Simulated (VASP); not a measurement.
A run of VASP 6.6.1 is set up as follows.

The input INCAR:

```
PREC = Accurate
ENCUT = 520
EDIFF = 1E-7
ISMEAR = 0
SIGMA = 0.1
LREAL = F
LASPH = T
NELM = 60
ALGO = Normal
ISIF = 2
LWAVE = F
LCHARG = F
GGA = PE
NBANDS = 20
```

File KPOINTS:

```
Automatic mesh
0
Gamma
  4 4 6
```

POSCAR

```
Si4Cl
1.0
    3.8182015431     -4.9500455381      0.0000000000
    3.8182015431      4.9500455381      0.0000000000
    0.0000000000      0.0000000000      3.2599157740
Si Cl
4 1
Direct
    0.3180493633      0.3180493633      0.0000000000
    0.3681322827      0.6318677173      0.5000000000
    0.6318677173      0.3681322827      0.5000000000
    0.6819506367      0.6819506367      0.0000000000
    0.0000000000      0.0000000000      0.0000000000
```

Potentials or basis: VASP PAW PBE potentials, release 64 (Si, Cl).

The run is started by

```sh
$ cat potpaw_PBE.64/Si/POTCAR potpaw_PBE.64/Cl/POTCAR > POTCAR
$ mpirun -np 1 vasp_std > vasp.out
```

(1) Estimate the band gap on the k mesh.

(2) What does it give for the pressure?

(3) What does it give for the largest force?

Answers

(1) zero (an odd number of electrons rules out a gap without spin polarisation).

(2) 0.0 GPa.

(3) 0.013 eV/Å.

Caveat: an odd number of electrons without spin polarisation forces a metal; a magnetic or distorted state may lie lower.
